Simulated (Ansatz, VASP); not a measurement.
One calculation of AlGa2P3, two programs

```
Al Ga P
1.0
    -0.00017   -3.91319    0.00058
     7.82399    0.00040   -0.00168
    -1.95646    1.95728    8.19306
Al Ga P
2 4 6
Direct
  0.50009 0.24998 0.99996
  0.50011 0.75012 0.00012
  0.83327 0.41676 0.66682
  0.83339 0.91665 0.66666
  0.16672 0.08343 0.33334
  0.16657 0.58327 0.33326
  0.41702 0.45861 0.83433
  0.41713 0.95848 0.83420
  0.08290 0.29135 0.16560
  0.08291 0.79146 0.16578
  0.75005 0.12502 0.50004
  0.74986 0.62489 0.49990
```

Change from the starting cell: cell x2, atoms moved at random (sigma 0.1 Å) and cell strained at random (1.5 %), then relaxed without symmetry.

Alike in both runs: functional PBE; k mesh 4 × 2 × 4; occupations gaussian, width 0.1 eV; no spin polarisation.

Ansatz relaxed the structure, and its values are those at the end. VASP's run is a single point on that final structure, the one shown.

|  | VASP | Ansatz |
| --- | --- | --- |
| version | VASP 6.6.1 | Ansatz 0.2.0 |
| potentials or method | VASP PAW PBE potentials, release 64 (Al, Ga_d, P), cutoff 520 eV | scalar-relativistic, plane waves, PAW |
| valence electrons in the cell | 88 | 88 |

```csv
,VASP,Ansatz,Ansatz less VASP
gap on the k mesh at the Fermi level (eV),1.61,1.62,+0.002
least direct gap on the mesh (eV),1.72,1.73,+0.003
pressure (GPa),0.0,0.0,+0.04
rms of the force components (eV/Å),0.004,0.002,-0.0015
```
